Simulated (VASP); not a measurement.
Crystal: P.

```
CELL_PARAMETERS angstrom
1.64774 -5.46504 0.00000
1.64774 5.46504 0.00000
0.00000 0.00000 4.54364
ATOMIC_POSITIONS crystal
P 0.40414 0.59586 0.91118
P 0.59586 0.40414 0.08882
P 0.09586 0.90414 0.41118
P 0.90414 0.09586 0.58882
```

- Program: VASP 6.6.1
- Task: relaxation of cell and atoms
- Functional: PBE
- Dispersion: D3(BJ)
- Potentials or basis: VASP PAW PBE potentials, release 64 (P)
- Cutoff: 600 eV
- k mesh: 12 × 12 × 8
- Occupations: gaussian, width 0.01 eV
- Spin: no spin polarisation

At the start: pressure -1.1 GPa; volume 20.46 Å³/atom.

Where does the relaxation end?

Over 20 steps the energy falls by 29.6 meV/atom and the volume is 17.68 Å³/atom (-13.6 %); space group Cmce (No. 64, to 0.1 Å) before and after.

Step by step:
```csv
step,energy change (eV),largest force (eV/Å),pressure (GPa),volume (Å³)
1,0.0000,0.3015,-1.09,81.83
2,-0.0223,0.2397,-0.49,80.20
3,-0.0316,0.3200,0.29,78.27
4,-0.0455,0.2365,0.13,77.59
5,-0.0737,0.0630,-0.34,75.56
6,-0.0651,0.3748,-0.94,71.55
7,-0.0809,0.1660,-0.57,73.90
8,-0.0972,0.1279,-0.50,72.89
9,-0.1151,0.0663,-0.16,70.88
10,-0.1167,0.0598,0.05,70.07
11,-0.1167,0.0596,0.03,70.15
12,-0.1172,0.0363,0.05,70.29
13,-0.1177,0.0210,0.10,70.53
14,-0.1177,0.0261,0.11,70.57
15,-0.1179,0.0183,-0.07,70.72
16,-0.1179,0.0201,-0.14,70.78
17,-0.1181,0.0131,-0.09,70.75
18,-0.1183,0.0050,-0.01,70.72
19,-0.1183,0.0034,0.02,70.70
20,-0.1183,0.0012,-0.02,70.72
```

Final structure:
```
CELL_PARAMETERS angstrom
1.65741 -5.09970 0.00000
1.65741 5.09970 0.00000
0.00000 0.00000 4.18353
ATOMIC_POSITIONS crystal
P 0.39403 0.60597 0.92698
P 0.60597 0.39403 0.07302
P 0.10597 0.89403 0.42698
P 0.89403 0.10597 0.57302
```
